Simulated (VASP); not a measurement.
# Cu12Cl in VASP: single point with PBE

Aim: the single point of Cu12Cl with PBE.

Program: VASP 6.6.1. These are calculated values, not measurements. Logs are shortened: lines on timing, memory, paths and dates and some standing lists are left out, and cuts for length are marked.

### Step 1. The cell of the first run

The cell holds a slab with vacuum, 13 atoms: a = 5.132 Å, b = 5.132 Å, c = 19.622 Å, α = 90.00°, β = 90.00°, γ = 120.00°.

### Step 2. Single point, PBE

Input file INCAR:

```
SYSTEM = Cu12Cl
PREC     = Accurate       ! precision mode
ENCUT    = 520            ! plane-wave cutoff, eV
EDIFF    = 1E-6           ! SCF threshold, eV
ISMEAR   = 0              ! smearing method
SIGMA    = 0.1            ! smearing width, eV
LREAL    = .False.        ! projectors in reciprocal space
LASPH    = .True.         ! aspherical terms in the spheres
NELM     = 60             ! most SCF steps
ALGO     = Normal         ! electronic algorithm
ISIF     = 2              ! what is computed and relaxed
LWAVE    = .False.        ! write WAVECAR
LCHARG   = .True.         ! write CHGCAR
LDIPOL   = .True.       
IDIPOL   = 3            
DIPOL    = 0.5 0.5 0.325
GGA      = PE             ! functional
LELF     = .True.         ! ELF
LVHAR    = .True.       
LVACPOTAV= .True.       
NBANDS   = 82             ! bands
```

Input file KPOINTS:

```
regular mesh
0
Gamma
  6 6 1
  0 0 0
```

Input file POSCAR:

```
Cu12Cl
1.0
    5.1319544695      0.0000000000      0.0000000000
   -2.5659772347      4.4444029416      0.0000000000
    0.0000000000      0.0000000000     19.6215699677
Cu Cl
12 1
Direct
    0.3333333333      0.1666666667      0.2038572860
    0.3333333333      0.6666666667      0.2038572860
    0.8333333333      0.1666666667      0.2038572860
    0.8333333333      0.6666666667      0.2038572860
    0.1666666667      0.3333333333      0.3088787987
    0.1666666667      0.8333333333      0.3088787987
    0.6666666667      0.3333333333      0.3088787987
    0.6666666667      0.8333333333      0.3088787987
    0.0000000000      0.0000000000      0.4139103028
    0.0000000000      0.5000000000      0.4139103028
    0.5000000000      0.0000000000      0.4139103028
    0.5000000000      0.5000000000      0.4139103028
    0.2500000000      0.1666666667      0.5126633842
```

Potentials or basis: VASP PAW PBE potentials, release 64 (Cu, Cl).

Run with:

```sh
$ cat potpaw_PBE.64/Cu/POTCAR potpaw_PBE.64/Cl/POTCAR > POTCAR
$ mpirun -np 1 vasp_std > vasp.out
```

OUTCAR:

```text
SYSTEM = Cu12Cl
   PREC = Accurate
   ENCUT = 520
   EDIFF = 1E-6
   ISMEAR = 0
   LREAL = .False.
   LASPH = .True.
   NELM = 60
   ISIF = 2
   GGA = PE

 ion  position               nearest neighbor table
   1  0.333  0.167  0.204-   5 2.54   6 2.54   7 2.54   2 2.57   2 2.57   4 2.57   4 2.57   3 2.57
                             3 2.57
   2  0.333  0.667  0.204-   6 2.54   5 2.54   8 2.54   1 2.57   1 2.57   3 2.57   3 2.57   4 2.57
                             4 2.57
   3  0.833  0.167  0.204-   7 2.54   8 2.54   5 2.54   4 2.57   4 2.57   2 2.57   2 2.57   1 2.57
                             1 2.57
   4  0.833  0.667  0.204-   8 2.54   7 2.54   6 2.54   3 2.57   3 2.57   1 2.57   1 2.57   2 2.57
                             2 2.57
   5  0.167  0.333  0.309-   1 2.54   2 2.54   3 2.54   9 2.54  12 2.54  10 2.54   6 2.57   6 2.57
                             8 2.57   8 2.57   7 2.57   7 2.57
   6  0.167  0.833  0.309-   2 2.54   1 2.54   4 2.54  10 2.54  11 2.54   9 2.54   5 2.57   5 2.57
                             7 2.57   7 2.57   8 2.57   8 2.57
   7  0.667  0.333  0.309-   3 2.54   4 2.54   1 2.54  11 2.54  10 2.54  12 2.54   8 2.57   8 2.57
                             6 2.57   6 2.57   5 2.57   5 2.57
   8  0.667  0.833  0.309-   4 2.54   3 2.54   2 2.54  12 2.54   9 2.54  11 2.54   7 2.57   7 2.57
                             5 2.57   5 2.57   6 2.57   6 2.57
   9  0.000  0.000  0.414-  13 2.24   5 2.54   8 2.54   6 2.54  10 2.57  10 2.57  12 2.57  12 2.57
                            11 2.57  11 2.57
  10  0.000  0.500  0.414-   6 2.54   7 2.54   5 2.54   9 2.57   9 2.57  11 2.57  11 2.57  12 2.57
                            12 2.57
  11  0.500  0.000  0.414-   7 2.54   6 2.54   8 2.54  12 2.57  12 2.57  10 2.57  10 2.57   9 2.57
                             9 2.57  13 2.69
  12  0.500  0.500  0.414-  13 2.48   8 2.54   5 2.54   7 2.54  11 2.57  11 2.57   9 2.57   9 2.57
                            10 2.57  10 2.57
  13  0.250  0.167  0.513-   9 2.24  12 2.48  11 2.69

  LATTYP: Found a hexagonal cell.
 ALAT       =     5.1319544695
 C/A-ratio  =     3.8234107657

  Lattice vectors:

 A1 = (   5.1319544695,   0.0000000000,   0.0000000000)
 A2 = (  -2.5659772347,   4.4444029416,   0.0000000000)
 A3 = (   0.0000000000,   0.0000000000,  19.6215699677)

Analysis of symmetry for initial positions (statically):
=====================================================================
 Subroutine PRICEL returns:
 Original cell was already a primitive cell.

 Routine SETGRP: Setting up the symmetry group for a
 hexagonal supercell.

 Subroutine GETGRP returns: Found  1 space group operations
 (whereof  1 operations were pure point group operations)
 out of a pool of 24 trial point group operations.

The static configuration has the point symmetry C_1 .

Analysis of symmetry for dynamics (positions and initial velocities):
=====================================================================
 Subroutine PRICEL returns:
 Original cell was already a primitive cell.

 Routine SETGRP: Setting up the symmetry group for a
 hexagonal supercell.

 Subroutine GETGRP returns: Found  1 space group operations
 (whereof  1 operations were pure point group operations)
 out of a pool of 24 trial point group operations.

The dynamic configuration has the point symmetry C_1 .

 Subroutine INISYM returns: Found  1 space group operations
 (whereof  1 operations are pure point group operations),
 and found     1 'primitive' translations

----------------------------------------------------------------------------------------

                                     Primitive cell

  volume of cell :     447.5381

  direct lattice vectors                    reciprocal lattice vectors
     5.131954470  0.000000000  0.000000000     0.194857535  0.112501051  0.000000000
    -2.565977235  4.444402942  0.000000000     0.000000000  0.225002101  0.000000000
     0.000000000  0.000000000 19.621569968     0.000000000  0.000000000  0.050964321

  length of vectors
     5.131954470  5.131954469 19.621569968     0.225002101  0.225002101  0.050964321

  position of ions in fractional coordinates (direct lattice)
     0.333333333  0.166666667  0.203857286
     0.333333333  0.666666667  0.203857286
     0.833333333  0.166666667  0.203857286
     0.833333333  0.666666667  0.203857286
     0.166666667  0.333333333  0.308878799
     0.166666667  0.833333333  0.308878799
     0.666666667  0.333333333  0.308878799
     0.666666667  0.833333333  0.308878799
[... 45 lines left out ...]

 Found     20 irreducible k-points:

 Following reciprocal coordinates:
            Coordinates               Weight
  0.000000  0.000000  0.000000      1.000000
  0.166667 -0.000000  0.000000      2.000000
  0.000000  0.166667  0.000000      2.000000
 -0.166667  0.166667  0.000000      2.000000
  0.333333 -0.000000  0.000000      2.000000
  0.000000  0.333333  0.000000      2.000000
[... 12 lines left out ...]
  0.500000 -0.166667  0.000000      2.000000
  0.333333  0.333333  0.000000      2.000000
   k-points           NKPTS =     20   k-points in BZ     NKDIM =     20   number of bands    NBANDS=     82
   number of dos      NEDOS =    301   number of ions     NIONS =     13
   total plane-waves  NPLWV = 240000
   dimension x,y,z NGX =    40 NGY =   40 NGZ =  150
   dimension x,y,z NGXF=    80 NGYF=   80 NGZF=  300
   ions per type =              12   1
   NGX,Y,Z   is equivalent  to a cutoff of  12.96, 12.96, 12.71 a.u.
   NGXF,Y,Z  is equivalent  to a cutoff of  25.92, 25.92, 25.42 a.u.
 SYSTEM =  Cu12Cl
   PREC   = accura    normal or accurate (medium, high low for compatibility)
   ISTART =      0    job   : 0-new  1-cont  2-samecut
   ICHARG =      2    charge: 1-file 2-atom 10-const
   ISPIN  =      1    spin polarized calculation?
   LNONCOLLINEAR =      F non collinear calculations
   LSORBIT =      F    spin-orbit coupling
   LASPH  =      T    aspherical Exc in radial PAW
   ENCUT  =  520.0 eV  38.22 Ry    6.18 a.u.   9.54  9.54 36.48*2*pi/ulx,y,z
   NELM   =     60;   NELMIN=  2; NELMDL= -5     # of ELM steps
   EDIFF  = 0.1E-05   stopping-criterion for ELM
   LREAL  =      F    real-space projection
   EDIFFG = 0.1E-04   stopping-criterion for IOM
   NSW    =      0    number of steps for IOM
   IBRION =     -1    ionic relax: 0-MD 1-quasi-New 2-CG
   NFREE  =      0    steps in history (QN), initial steepest desc. (CG)
   ISIF   =      2    stress and relaxation
   ISYM   =      2    0-nonsym 1-usesym 2-fastsym
   POTIM  = 0.5000    time-step for ionic-motion
   TEBEG  =    0.0;   TEEND  =   0.0 temperature during run
   PSTRESS=    0.0 pullay stress
   NELECT =     139.0000    total number of electrons
   NUPDOWN=      -1.0000    fix difference up-down
   EMIN   =  10.00;   EMAX   =-10.00  energy-range for DOS
   EFERMI =   0.00;   METHOD = LEGACY
   ISMEAR =     0;   SIGMA  =   0.10  broadening in eV -4-tet -1-fermi 0-gaus
   EFERMI_NEDOS =   21; number of points for ismear=-14 and -15
   IALGO  =     38    algorithm
   IMIX   =      4    mixing-type and parameters
     AMIX     =   0.40;   BMIX     =  1.00
     AMIX_MAG =   1.60;   BMIX_MAG =  1.00
  volume/ion in A,a.u.               =      34.43       232.32
  Fermi-wavevector in a.u.,A,eV,Ry     =   1.108672  2.095086 16.723652  1.229154
  Thomas-Fermi vector in A             =   2.245202
   LORBIT       =      0    0 simple, 1 ext, 2 COOP (PROOUT), +10 PAW based schemes
   GGA     = PE    functional components
   LHFCALC =     F    Hartree Fock is set to
   AEXX    =    0.0000 exact exchange contribution
   IVDW    =     0    specifies the selected vdW correction
   LEPSILON=     F    determine dielectric tensor
   LRPA    =     F    only Hartree local field effects (RPA)
 non-spin polarized calculation
 Gauss-broadening in eV      SIGMA  =   0.10
  energy-cutoff  :      520.00
  volume of cell :      447.54
 maximum number of plane-waves:     12109
 NGX is ok and might be reduce to    40
   NGX = 19   NGY = 19   NGZ = 73

 dipolmoment           0.000000      0.000000     -0.008296 electrons x Angstroem

 number of electron     139.0000026 magnetization

 dipolmoment           0.000000      0.000000      0.080631 electrons x Angstroem

 Free energy of the ion-electron system (eV)
  ---------------------------------------------------
  ext. energy  EPLUGINS =         0.00000000
  ---------------------------------------------------
  free energy    TOTEN  =       -44.38118591 eV

  energy without entropy =      -44.33327273  energy(sigma->0) =      -44.35722932

 E-fermi :  -0.6236     XC(G=0):  -5.3603

 val. band max:       -0.6239910630   @ k =   0.0000   0.1667   0.0000
 cond. band min:      -0.6232582185   @ k =   0.0000   0.3333   0.0000
 fundamental gap:      0.0007328445
 Fermi energy:        -0.6236426097

 k-point     1 :       0.0000    0.0000    0.0000
  band No.  band energies     occupation
      1     -16.1515      2.00000
      2      -9.2115      2.00000
      3      -7.3232      2.00000
      4      -5.9264      2.00000
      5      -5.4583      2.00000
      6      -5.3820      2.00000
[... 1669 lines left out ...]
     80       4.3659      0.00000
     81       5.3220      0.00000
 [bands above 81 left out]

------------------------ aborting loop because EDIFF is reached ----------------------------------------

  FORCE on cell =-STRESS in cart. coord.  units (eV):
  Direction    XX          YY          ZZ          XY          YZ          ZX
  --------------------------------------------------------------------------------------
  -------------------------------------------------------------------------------------
  Total       -1.7763202     -1.7335620      0.9074787      0.3618802      0.3969812      0.5817607
  in kB       -6.3591910     -6.2061176      3.2487557      1.2955239      1.4211847      2.0826917
  external PRESSURE =      -3.1055176 kB  Pullay stress =       0.0000000 kB

 VOLUME and BASIS-vectors are now :
 -----------------------------------------------------------------------------
  energy-cutoff  :      520.00
  volume of cell :      447.54
      direct lattice vectors                 reciprocal lattice vectors
     5.131954470  0.000000000  0.000000000     0.194857535  0.112501051  0.000000000
    -2.565977235  4.444402942  0.000000000     0.000000000  0.225002101  0.000000000
     0.000000000  0.000000000 19.621569968     0.000000000  0.000000000  0.050964321

 POSITION                                       TOTAL-FORCE (eV/Angst)
 -----------------------------------------------------------------------------------
      1.28299      0.74073      4.00000        -0.034801      0.002751     -0.022594
     -0.00000      2.96294      4.00000        -0.030449     -0.043058     -0.111776
      3.84897      0.74073      4.00000         0.036033      0.035809     -0.116765
      2.56598      2.96294      4.00000         0.022725      0.003969     -0.145945
      0.00000      1.48147      6.06069        -0.006739      0.001892     -0.057949
     -1.28299      3.70367      6.06069        -0.006870      0.002197      0.009292
      2.56598      1.48147      6.06069        -0.009802     -0.003230      0.048742
      1.28299      3.70367      6.06069         0.031057     -0.002071      0.324416
      0.00000      0.00000      8.12157        -0.371261     -0.311446     -0.040723
     -1.28299      2.22220      8.12157        -0.028298      0.001904     -0.222579
      2.56598      0.00000      8.12157         0.070615     -0.035727      0.095421
      1.28299      2.22220      8.12157         0.033060      0.144393      0.229144
      0.85533      0.74073     10.05926         0.294730      0.202616      0.011317
 -----------------------------------------------------------------------------------
    total drift:                                0.000011     -0.000039     -0.007554

  FREE ENERGIE OF THE ION-ELECTRON SYSTEM (eV)
  ---------------------------------------------------
  free  energy   TOTEN  =       -44.3811859066 eV

  energy  without entropy=      -44.3332727316  energy(sigma->0) =      -44.35722932

 vacuum level on the upper side and lower side of the slab         4.816         4.176
```

Wall time 17 min (1 thread of Intel Xeon 6975P-C (Granite Rapids), shared host); peak memory 0.86 GiB.

Results:

- Free energy: -44.3812 eV
- Largest force: 0.486 eV/Å
- Band gap on the k mesh: zero (an odd number of electrons rules out a gap without spin polarisation)

Forces in eV/Å, atoms in the order of the input:
```
Cu  -0.035  0.003 -0.023
Cu  -0.030 -0.043 -0.112
Cu   0.036  0.036 -0.117
Cu   0.023  0.004 -0.146
Cu  -0.007  0.002 -0.058
Cu  -0.007  0.002  0.009
Cu  -0.010 -0.003  0.049
Cu   0.031 -0.002  0.324
Cu  -0.371 -0.311 -0.041
Cu  -0.028  0.002 -0.223
Cu   0.071 -0.036  0.095
Cu   0.033  0.144  0.229
Cl   0.295  0.203  0.011
```

Levels at points of the mesh, in eV from the Fermi level:
| k point | band 66 | band 67 | band 68 | band 69 | band 70 | band 71 | band 72 | band 73 | band 74 | band 75 |
| --- | --- | --- | --- | --- | --- | --- | --- | --- | --- | --- |
| (0.00, 0.00, 0.00) | -1.33 | -0.94 | 0.03 | 0.08 | 0.17 | 0.68 | 1.13 | 1.23 | 1.42 | 1.57 |
| (0.50, 0.00, 0.00) | -1.44 | -1.32 | -0.89 | 0.00 | 0.02 | 0.81 | 0.83 | 1.32 | 1.58 | 3.27 |
| (0.00, 0.50, 0.00) | -1.44 | -1.31 | -0.92 | -0.01 | 0.02 | 0.77 | 0.83 | 1.31 | 1.61 | 3.28 |
| (0.50, 0.50, 0.00) | -1.39 | -1.31 | -0.99 | -0.01 | 0.03 | 0.71 | 0.84 | 1.30 | 1.65 | 3.30 |

Caveat: an odd number of electrons without spin polarisation forces a metal; a magnetic or distorted state may lie lower. With open d or f shells a metallic result of PBE can be an artefact of self-interaction; +U or a hybrid may open a gap.
